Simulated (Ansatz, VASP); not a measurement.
# Two plane-wave programs on ZnAu

POSCAR

```
ZnAu
1.0
    3.1796696111      0.0000000000      0.0000000000
    0.0000000000      3.1796696111      0.0000000000
    0.0000000000      0.0000000000      3.1796696111
Zn Au
1 1
Direct
    0.5000000000      0.5000000000      0.5000000000
    0.0000000000      0.0000000000      0.0000000000
```

File INCAR.step1:

```
ALGO = Normal
EDIFF = 1E-4
ENCUT = 520
GGA = PE
ISMEAR = 0
LASPH = True
LCHARG = False
LREAL = False
LWAVE = True
NBANDS = 18
NELM = 100
PREC = Accurate
SIGMA = 0.1
```

File INCAR.step2:

```
ALGO = Normal
EDIFF = 1E-6
ENCUT = 520
ISIF = 2
ISMEAR = 0
ISTART = 1
LASPH = True
LCHARG = False
LMIXTAU = True
LREAL = False
LWAVE = False
METAGGA = R2SCAN
NBANDS = 18
NELM = 100
PREC = Accurate
SIGMA = 0.1
```

The input KPOINTS:

```
k-points
0
Gamma
  14 14 14
```

Input for Ansatz:

```yaml
crystal:
  lattice:
    - [3.1796696111, 0.0, 0.0]
    - [0.0, 3.1796696111, 0.0]
    - [0.0, 0.0, 3.1796696111]
  atoms:
    - { symbol: Zn, position: [0.5, 0.5, 0.5] }
    - { symbol: Au, position: [0.0, 0.0, 0.0] }
basis:
  ecutwfc: 500
kpoints:
  mp_grid: { grid: [14, 14, 14] }
hamiltonian:
  xc: r2scan
scf:
  occupations: { method: gaussian, width: 0.1 }
output:
  forces: true
  stress: true
  eigenvalues: true
```

Alike in both runs: task single point; functional r2SCAN; k mesh 14 × 14 × 14; occupations gaussian, width 0.1 eV; no spin polarisation.

|  | VASP | Ansatz |
| --- | --- | --- |
| version | VASP 6.6.1 | Ansatz 0.2.0 |
| potentials or method | VASP PAW PBE potentials, release 64 (Zn, Au), cutoff 520 eV | scalar-relativistic, plane waves, PAW |
| valence electrons in the cell | 23 | 31 |

|  | VASP | Ansatz | Ansatz less VASP |
| --- | --- | --- | --- |
| gap on the k mesh at the Fermi level (eV) | none | none | - |
| pressure (GPa) | -3.4 | -3.7 | -0.27 |

VASP's potentials were made for PBE, not for r2SCAN. A gap of «none» marks a metal or a gap that the smearing closes. VASP's potentials hold 23 valence electrons a cell and Ansatz's 31, so a difference there can come from the potentials and not from the codes.

Neither program's run includes spin-orbit coupling.
